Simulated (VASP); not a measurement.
# Al9O in VASP: notebook, part 2 of 2

VASP 6.6.1. The steps go on from the part before.

## (3) Single point, PBE

Contents of INCAR:

```
ALGO     = Normal         # electronic algorithm
DIPOL    = 0.5 0.5 0.337
EDIFF    = 1E-6           # SCF threshold, eV
ENCUT    = 520            # plane-wave cutoff, eV
GGA      = PE             # functional
GGA_COMPAT= F            
IDIPOL   = 3            
ISIF     = 2              # what is computed and relaxed
ISMEAR   = 0              # smearing method
LASPH    = T              # aspherical terms in the spheres
LCHARG   = T              # write CHGCAR
LDIPOL   = T            
LELF     = T              # ELF
LREAL    = F              # projectors in reciprocal space
LVACPOTAV= T            
LVHAR    = T            
LWAVE    = F              # write WAVECAR
NBANDS   = 28             # bands
NELM     = 120            # most SCF steps
NELMDL   = -8           
PREC     = Accurate       # precision mode
SIGMA    = 0.1            # smearing width, eV
```

Contents of KPOINTS:

```
k-points
0
Gamma
  9 3 1
```

Contents of POSCAR:

```
Al9O
1.0
    2.8535431553      0.0000000000      0.0000000000
   -1.4267715776      9.7014842380      0.0000000000
    0.0000000000      0.0000000000     20.2903703519
Al O
9 1
Direct
    0.5324432082      0.0648864163      0.1971378506
    0.6709612116      0.3419224231      0.2462112388
    0.2986648122      0.5973296244      0.2560259164
    0.9263684129      0.8527368258      0.2658405940
    0.0639544186      0.1277109169      0.3154271774
    0.1995835202      0.4042231294      0.3707799915
    0.8288001075      0.6596656514      0.3785021758
    0.4526153831      0.9110819252      0.3874246337
    0.5924854486      0.1814072004      0.4332286794
    0.5924854486      0.1814072004      0.5152070839
```

Potentials or basis: VASP PAW PBE potentials, release 64 (Al, O).

Command:

```
cat potpaw_PBE.64/Al/POTCAR potpaw_PBE.64/O/POTCAR > POTCAR
mpirun -np 1 vasp_std > vasp.out
```

OUTCAR:

```text
EDIFF = 1E-6
   ENCUT = 520
   GGA = PE
   ISIF = 2
   ISMEAR = 0
   LASPH = T
   LREAL = F
   NELM = 120
   NELMDL = -8
   PREC = Accurate

 ion  position               nearest neighbor table
   1  0.532  0.065  0.197-   5 2.86   5 2.86   4 2.87   4 2.87   2 2.87
   2  0.671  0.342  0.246-   3 2.87   3 2.87   1 2.87   5 2.89   5 2.89   6 2.96   6 2.97
   3  0.299  0.597  0.256-   2 2.87   2 2.87   4 2.87   4 2.87   7 2.93   7 2.93   6 2.99
   4  0.926  0.853  0.266-   5 2.85   1 2.87   1 2.87   3 2.87   3 2.87   8 2.90   8 2.91   7 2.96

   5  0.064  0.128  0.315-   9 2.83   9 2.83   4 2.85   1 2.86   1 2.86   2 2.89   2 2.89   6 2.91
                             8 2.93   8 2.93
   6  0.200  0.404  0.371-   7 2.86   7 2.87   9 2.88   9 2.89   5 2.91   2 2.96   2 2.97   3 2.99

   7  0.829  0.660  0.379-   8 2.83   8 2.83   6 2.86   6 2.87   3 2.93   3 2.93   4 2.96
   8  0.453  0.911  0.387-   9 2.78   7 2.83   7 2.83   4 2.90   4 2.91   5 2.93   5 2.93
   9  0.592  0.181  0.433-  10 1.66   8 2.78   5 2.83   5 2.83   6 2.88   6 2.89
  10  0.592  0.181  0.515-   9 1.66

  LATTYP: Found a base centered orthorhombic cell.
 ALAT       =     2.8535431553
 B/A-ratio  =     6.7996057603
 C/A-ratio  =     7.1105882223

  Lattice vectors:

 A1 = (   1.4267715776,  -9.7014842380,   0.0000000000)
 A2 = (   1.4267715777,   9.7014842380,   0.0000000000)
 A3 = (   0.0000000000,   0.0000000000,  20.2903703519)

Analysis of symmetry for initial positions (statically):
=====================================================================
 Subroutine PRICEL returns:
 Original cell was already a primitive cell.

 Routine SETGRP: Setting up the symmetry group for a
 base centered orthorhombic supercell.

 Subroutine GETGRP returns: Found  1 space group operations
 (whereof  1 operations were pure point group operations)
[... 172 lines left out ...]
   LEPSILON=     F    determine dielectric tensor
   LRPA    =     F    only Hartree local field effects (RPA)
 non-spin polarized calculation
 Gauss-broadening in eV      SIGMA  =   0.10
  energy-cutoff  :      520.00
  volume of cell :      561.71
 maximum number of plane-waves:     15170
 NGX is ok and might be reduce to    24
   NGX = 11   NGY = 37   NGZ = 75

 dipolmoment           0.000000      0.000000     -0.004295 electrons x Angstroem

 number of electron      32.9999999 magnetization

 dipolmoment           0.000000      0.000000      0.466035 electrons x Angstroem

 Free energy of the ion-electron system (eV)
  ---------------------------------------------------
  ext. energy  EPLUGINS =         0.00000000
  ---------------------------------------------------
  free energy    TOTEN  =       -36.48613309 eV

  energy without entropy =      -36.46300816  energy(sigma->0) =      -36.47457062

 E-fermi :  -1.8290     XC(G=0):  -3.8402

 val. band max:       -1.8701132892   @ k =   0.0000   0.3333   0.0000
 cond. band min:      -1.8271793260   @ k =   0.0000   0.0000   0.0000
 fundamental gap:      0.0429339632
 Fermi energy:        -1.8290193972

 k-point     1 :       0.0000    0.0000    0.0000
  band No.  band energies     occupation
      1     -18.2073      2.00000
      2     -11.8561      2.00000
      3     -10.3187      2.00000
      4     -10.1921      2.00000
      5      -9.4424      2.00000
      6      -7.7176      2.00000
[... 423 lines left out ...]
     27       2.8128      0.00000
     28       2.9586      0.00000

------------------------ aborting loop because EDIFF is reached ----------------------------------------

  FORCE on cell =-STRESS in cart. coord.  units (eV):
  Direction    XX          YY          ZZ          XY          YZ          ZX
  --------------------------------------------------------------------------------------
  -------------------------------------------------------------------------------------
  Total       -5.8153807     -4.9940398      0.6857288      1.1293010     -0.3360805     -0.0103707
  in kB      -16.5873164    -14.2445908      1.9559169      3.2211259     -0.9586086     -0.0295806
  external PRESSURE =      -9.6253301 kB  Pullay stress =       0.0000000 kB

 VOLUME and BASIS-vectors are now :
 -----------------------------------------------------------------------------
  energy-cutoff  :      520.00
  volume of cell :      561.71
      direct lattice vectors                 reciprocal lattice vectors
     2.853543155  0.000000000  0.000000000     0.350441520  0.051538506  0.000000000
    -1.426771578  9.701484238  0.000000000     0.000000000  0.103077011  0.000000000
     0.000000000  0.000000000 20.290370352     0.000000000  0.000000000  0.049284463

 POSITION                                       TOTAL-FORCE (eV/Angst)
 -----------------------------------------------------------------------------------
      1.42677      0.62949      4.00000         0.002991      0.124358     -0.082602
      1.42677      3.31715      4.99572         0.015156      0.108109     -0.008396
      0.00000      5.79498      5.19486        -0.017013     -0.073420     -0.010800
      1.42677      8.27281      5.39400        -0.000762     -0.185994     -0.157829
      0.00028      1.23899      6.40013        -0.007057      0.078824      0.179898
     -0.00721      3.92156      7.52326         0.006177      0.166626     -0.068675
      1.42382      6.39974      7.67995         0.002533     -0.088424      0.105430
     -0.00835      8.83885      7.86099         0.005877     -0.355303     -0.015861
      1.43186      1.75992      8.79037        -0.006010      0.378268     -0.014598
      1.43186      1.75992     10.45374        -0.001893     -0.153044      0.073434
 -----------------------------------------------------------------------------------
    total drift:                               -0.000027     -0.000007      0.000181

  FREE ENERGIE OF THE ION-ELECTRON SYSTEM (eV)
  ---------------------------------------------------
  free  energy   TOTEN  =       -36.4861330869 eV

  energy  without entropy=      -36.4630081628  energy(sigma->0) =      -36.47457062

 vacuum level on the upper side and lower side of the slab         5.407         2.361
```

OSZICAR:

```text
N       E                     dE             d eps       ncg     rms          rms(c)
DAV:   1     0.151241257144E+03    0.15124E+03   -0.95894E+03   784   0.805E+02
DAV:   2    -0.128461796219E+02   -0.16409E+03   -0.15258E+03  1136   0.152E+02
DAV:   3    -0.404424684774E+02   -0.27596E+02   -0.25558E+02  1040   0.546E+01
[... 26 lines left out ...]
DAV:  30    -0.364861227998E+02   -0.74433E-05   -0.49029E-07   660   0.291E-03    0.830E-03
DAV:  31    -0.364861288340E+02   -0.60342E-05   -0.13222E-06   656   0.411E-03    0.129E-03
DAV:  32    -0.364861301076E+02   -0.12736E-05   -0.17559E-07   624   0.217E-03    0.597E-04
DAV:  33    -0.364861321222E+02   -0.20146E-05   -0.91299E-08   596   0.127E-03    0.538E-04
DAV:  34    -0.364861330869E+02   -0.96468E-06   -0.47749E-08   624   0.895E-04
   1 F= -.36486133E+02 E0= -.36474571E+02  d E =-.231249E-01
```

stdout:

```text
POSCAR found type information on POSCAR AlO
 POSCAR found :  2 types and      10 ions
 scaLAPACK will be used
 LDA part: xc-table for (Slater+PW92), standard interpolation
 -----------------------------------------------------------------------------
[... 33 lines left out ...]
|     Did not find any points to average over, which means that no vacuum     |
|     field-free region was found. Please increase the size of  your cell     |
|     in the dimension of the dipole correction to obtain accurate            |
|     workfunction values.                                                    |
|                                                                             |
 -----------------------------------------------------------------------------
```

Run time: 10 min. Hardware: 1 thread of Intel Xeon Platinum 8488C (Sapphire Rapids), shared host; peak memory 0.71 GiB.

Results:

| Property | Result |
| --- | --- |
| Free energy | -36.4861 eV |
| Largest force | 0.379 eV/Å |
| Band gap on the k mesh | zero (an odd number of electrons rules out a gap without spin polarisation) |

Forces on the atoms (eV/Å):
```
Al   0.003  0.124 -0.083
Al   0.015  0.108 -0.008
Al  -0.017 -0.073 -0.011
Al  -0.001 -0.186 -0.158
Al  -0.007  0.079  0.180
Al   0.006  0.167 -0.069
Al   0.003 -0.088  0.105
Al   0.006 -0.355 -0.016
Al  -0.006  0.378 -0.015
O   -0.002 -0.153  0.073
```

Levels at points of the mesh, in eV from the Fermi level:
```csv
k point,band 14,band 15,band 16,band 17,band 18,band 19
"(0.00, 0.00, 0.00)",-1.55,-1.06,-0.72,0.00,0.20,2.09
```

## (4) Single point, PBE

Contents of INCAR:

```
SYSTEM = Al9O
ALGO = Normal ; DIPOL = 0.5 0.5 0.333
EDIFF = 1E-6 ; ENCUT = 520
GGA = PE ; GGA_COMPAT = .False.
IDIPOL = 3 ; ISIF = 2
ISMEAR = 0 ; LASPH = .True.
LCHARG = .False. ; LDIPOL = .True.
LREAL = .False. ; LWAVE = .False.
NBANDS = 28 ; NELM = 120
NELMDL = -8 ; PREC = Accurate
SIGMA = 0.1
```

Contents of KPOINTS:

```
k-points
0
Gamma
  9 3 1
  0 0 0
```

Changes to POSCAR since step 3:

```diff
@@ -17,2 +17,2 @@
     0.5924854486      0.1814072004      0.4332286794
-    0.5924854486      0.1814072004      0.5152070839
+    1.0924854486      0.1814072004      0.4799344801
```

Command:

```
cat potpaw_PBE.64/Al/POTCAR potpaw_PBE.64/O/POTCAR > POTCAR
mpirun -np 1 vasp_std > vasp.out
```

It took 8.9 min on 1 thread of Intel Xeon Platinum 8488C (Sapphire Rapids), shared host; peak memory 0.67 GiB.

Results (log left out):

```yaml
Free_energy: -39.3201 eV
Largest_force: 0.776 eV/Å
Band_gap_on_the_k_mesh: zero (an odd number of electrons rules out a gap without spin polarisation)
```

Forces in eV/Å, atoms in the order of the input:
```
Al   0.002  0.127 -0.006
Al  -0.003  0.184 -0.083
Al  -0.021 -0.198  0.050
Al   0.002 -0.166 -0.119
Al  -0.014  0.058 -0.073
Al  -0.002  0.382 -0.298
Al   0.009 -0.073  0.050
Al   0.015 -0.519 -0.313
Al   0.007  0.109  0.768
O    0.004  0.096  0.023
```

Levels at points of the mesh, in eV from the Fermi level:
| k point | band 12 | band 13 | band 14 | band 15 | band 16 | band 17 | band 18 | band 19 | band 20 | band 21 |
| --- | --- | --- | --- | --- | --- | --- | --- | --- | --- | --- |
| (0.00, 0.00, 0.00) | -3.28 | -2.66 | -1.87 | -1.75 | -0.98 | -0.77 | 0.34 | 2.02 | 2.14 | 2.82 |

## (5) Summary

```csv
task,cell,atoms held fixed (from 0),atoms held along some axes (from 0),gap on the mesh (eV),largest force (eV/Å)
relaxation of the atoms,"atoms relaxed, atomic positions A","[0, 1, 2, 3, 4, 5, 6, 7, 8]",atom 9 along a and b,none,-
single point,"as given, atomic positions B",-,-,none,0.38
single point,"as given, atomic positions C",-,-,none,0.78
```

Alike in all rows: level PBE; potentials or basis VASP PAW PBE potentials, release 64 (Al, O); no spin polarisation; k mesh 9 × 3 × 1; cutoff (eV) 520; smearing gaussian 0.1 eV.

Absolute energies hang on the potentials; compare differences alone.

The gap in the log of VASP goes by the Fermi energy; the results here count the filled bands.